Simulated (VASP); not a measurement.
Input of a VASP 6.6.1 run:

File INCAR:

```
SYSTEM = Si15Rh
ALGO = Normal
EDIFF = 1E-6
ENCUT = 520
GGA = PS
ISIF = 2
ISMEAR = 0
ISPIN = 2
LASPH = .True.
LCHARG = .False.
LDAU = .True.
LDAUJ = 0 0
LDAUL = 2 -1
LDAUPRINT = 1
LDAUTYPE = 2
LDAUU = 2 0
LMAXMIX = 4
LORBIT = 11
LREAL = Auto
LWAVE = .False.
MAGMOM = 5 0 0 0 0 0 0 0 0 0 0 0 0 0 0 0
NBANDS = 56
NELM = 150
PREC = Accurate
SIGMA = 0.05
```

File KPOINTS:

```
k-points
0
Gamma
  3 3 3
  0 0 0
```

POSCAR

```
Si15Rh
1.0
    0.0000000000      5.4370000000      5.4370000000
    5.4370000000      0.0000000000      5.4370000000
    5.4370000000      5.4370000000      0.0000000000
Rh Si
1 15
Direct
    0.0000000000      0.0000000000      0.0000000000
   -0.0009065949     -0.0009065949      0.5009065949
   -0.0009065949      0.5009065949     -0.0009065949
   -0.0009065949      0.5009065949      0.5009065949
    0.5009065949     -0.0009065949     -0.0009065949
    0.5009065949     -0.0009065949      0.5009065949
    0.5009065949      0.5009065949     -0.0009065949
    0.5000000000      0.5000000000      0.5000000000
    0.1232214265      0.1232214265      0.1232214265
    0.1232214265      0.1232214265      0.6303357206
    0.1232214265      0.6303357206      0.1232214265
    0.1251791258      0.6249402914      0.6249402914
    0.6303357206      0.1232214265      0.1232214265
    0.6249402914      0.1251791258      0.6249402914
    0.6249402914      0.6249402914      0.1251791258
    0.6249402914      0.6249402914      0.6249402914
```

Potentials or basis: VASP PAW PBE potentials, release 64 (Rh_pv, Si).

Run with:

```console
$ cat potpaw_PBE.64/Rh_pv/POTCAR potpaw_PBE.64/Si/POTCAR > POTCAR
$ mpirun -np 1 vasp_std > vasp.out
```

Question: Predict the band gap on the k mesh.

Answer: Zero (filled and empty bands overlap).

Question: Estimate the largest force.

Answer: 0.073 eV/Å.

Forces in eV/Å, atoms in the order of the input:
```
Rh   0.000  0.000  0.000
Si   0.000  0.000  0.005
Si   0.000  0.005  0.000
Si  -0.005  0.000  0.000
Si   0.005  0.000  0.000
Si   0.000 -0.005  0.000
Si   0.000  0.000 -0.005
Si   0.000  0.000  0.000
Si  -0.042 -0.042 -0.042
Si   0.042  0.042 -0.042
Si   0.042 -0.042  0.042
Si  -0.002  0.002  0.002
Si  -0.042  0.042  0.042
Si   0.002 -0.002  0.002
Si   0.002  0.002 -0.002
Si  -0.002 -0.002 -0.002
```

Caveat: the PAW data sets were made with another functional, which shifts forces and pressure a little; the U is typed as a test and isn't derived for this compound. The state reached can hang on the start; a lower one may exist.
